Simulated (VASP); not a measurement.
Set up this calculation in VASP 6.6.1, as the native input.

```yaml
Task: single point
Functional: PBE
Potentials_or_basis: VASP PAW PBE potentials, release 64 (Li_sv, Nb_sv, O)
Cutoff: 520 eV
k_mesh: 5 × 5 × 3
Occupations: gaussian, width 0.05 eV
Spin: no spin polarisation
Dipole_correction: no
Further_INCAR_settings: LREAL = Auto; ALGO = Normal; EDIFF = 1e-06; NBANDS = 84; ISYM = 0
```

The structure of LiNbO3 lies in POSCAR:

```
LiNbO3
1.0
   -5.1896854048      0.0000000000      0.0000000000
   -2.5948427024     -4.4943993982      0.0000000000
   -2.5948427024     -1.4981331327      9.3443622691
Li Nb O
4 4 12
Direct
    0.3591855160      0.3591855160      0.9224434520
    0.8591855160      0.8591855160      0.4224434520
    0.1091855160      0.1091855160      0.6724434520
    0.6091855160      0.6091855160      0.1724434520
    0.4997896453      0.4997896453      0.5006310642
    0.9997896453      0.9997896453      0.0006310642
    0.2497896453      0.2497896453      0.2506310642
    0.7497896453      0.7497896453      0.7506310642
    0.2631561092      0.6262555870      0.0948101613
    0.7631561092      0.1262555870      0.5948101613
    0.0157781425      0.2631561092      0.0948101613
    0.5157781425      0.7631561092      0.5948101613
    0.6262555870      0.0157781425      0.0948101613
    0.1262555870      0.5157781425      0.5948101613
    0.5131561092      0.2657781425      0.3448101613
    0.0131561092      0.7657781425      0.8448101613
    0.2657781425      0.8762555870      0.3448101613
    0.7657781425      0.3762555870      0.8448101613
    0.8762555870      0.5131561092      0.3448101613
    0.3762555870      0.0131561092      0.8448101613
```

One way to write it, as run:

INCAR

```
SYSTEM = LiNbO3
PREC = Accurate
ENCUT = 520
EDIFF = 1E-6
ISMEAR = 0
SIGMA = 0.05
LREAL = Auto
LASPH = .TRUE.
NELM = 60
ALGO = Normal
ISIF = 2
LWAVE = .FALSE.
LCHARG = .FALSE.
GGA = PE
ISYM = 0
NBANDS = 84
```

KPOINTS

```
regular mesh
0
G
  5 5 3
  0 0 0
```

Potentials or basis: VASP PAW PBE potentials, release 64 (Li_sv, Nb_sv, O).

Launch:

```console
$ cat potpaw_PBE.64/Li_sv/POTCAR potpaw_PBE.64/Nb_sv/POTCAR potpaw_PBE.64/O/POTCAR > POTCAR
$ mpirun -np 1 vasp_std > vasp.out
```

Results of the run:

```json
{
 "Largest force": "0.025 eV/Å",
 "Band gap on the k mesh": "3.53 eV"
}
```

It took 19 min on 1 thread of Intel(R) Xeon(R) Platinum 8488C (Sapphire Rapids), on a shared host, peak memory 0.61 GiB.
